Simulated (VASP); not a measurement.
Crystal: AlCu6.

```
Al Cu
1.0
     4.82038    0.00000    0.00000
    -2.41019    4.17457    0.00000
     0.00000    0.00000    5.36984
Al Cu
1 6
Direct
  0.00000 0.00000 0.50000
  0.50000 0.00000 0.50000
  0.00000 0.50000 0.50000
  0.50000 0.50000 0.50000
  0.50000 0.00000 0.00000
  0.00000 0.50000 0.00000
  0.50000 0.50000 0.00000
```

The cell was generated, and may not be a known phase.

| Quantity | Value |
| --- | --- |
| Program | VASP 6.6.1 |
| Task | relaxation of cell and atoms |
| Functional | PBE |
| Potentials or basis | VASP PAW PBE potentials, release 64 (Al, Cu) |
| Cutoff | 600 eV |
| k mesh | 4 × 4 × 3 |
| Occupations | gaussian, width 0.2 eV |
| Spin | no spin polarisation |

At the start: pressure 0.4 GPa; volume 15.44 Å³/atom.

Task: How do energy, volume and symmetry change on relaxing?

Result: Over 7 steps the energy falls by 142.4 meV/atom and the volume is 14.51 Å³/atom (-6.0 %); space group P6/mmm (No. 191, to 0.1 Å) before and after.

Step by step:
| step | energy change (eV) | largest force (eV/Å) | pressure (GPa) | volume (Å³) |
| --- | --- | --- | --- | --- |
| 1 | 0.0000 | 0.0000 | 0.42 | 108.06 |
| 2 | -0.8415 | 0.0000 | -4.82 | 108.22 |
| 3 | -0.8848 | 0.0000 | -5.16 | 108.14 |
| 4 | -0.8876 | 0.0000 | -5.18 | 108.12 |
| 5 | -0.9610 | 0.0000 | 1.52 | 100.23 |
| 6 | -0.9836 | 0.0000 | -0.92 | 102.65 |
| 7 | -0.9965 | 0.0000 | 0.21 | 101.56 |

Final structure:
```cif
data_structure
_symmetry_space_group_name_H-M 'P 1'
_symmetry_Int_Tables_number 1
_cell_length_a 4.9548
_cell_length_b 4.9548
_cell_length_c 4.7768
_cell_angle_alpha 90.000
_cell_angle_beta 90.000
_cell_angle_gamma 120.000
_cell_volume 101.56
loop_
_atom_site_label
_atom_site_type_symbol
_atom_site_fract_x
_atom_site_fract_y
_atom_site_fract_z
_atom_site_occupancy
Al1 Al 0.00000 0.00000 0.50000 1
Cu1 Cu 0.50000 0.00000 0.50000 1
Cu2 Cu 0.00000 0.50000 0.50000 1
Cu3 Cu 0.50000 0.50000 0.50000 1
Cu4 Cu 0.50000 0.00000 0.00000 1
Cu5 Cu 0.00000 0.50000 0.00000 1
Cu6 Cu 0.50000 0.50000 0.00000 1
```

Caveat: the k points lie up to 0.44 Å⁻¹ apart in the final cell, too coarse for converged energies and pressures of a metal.
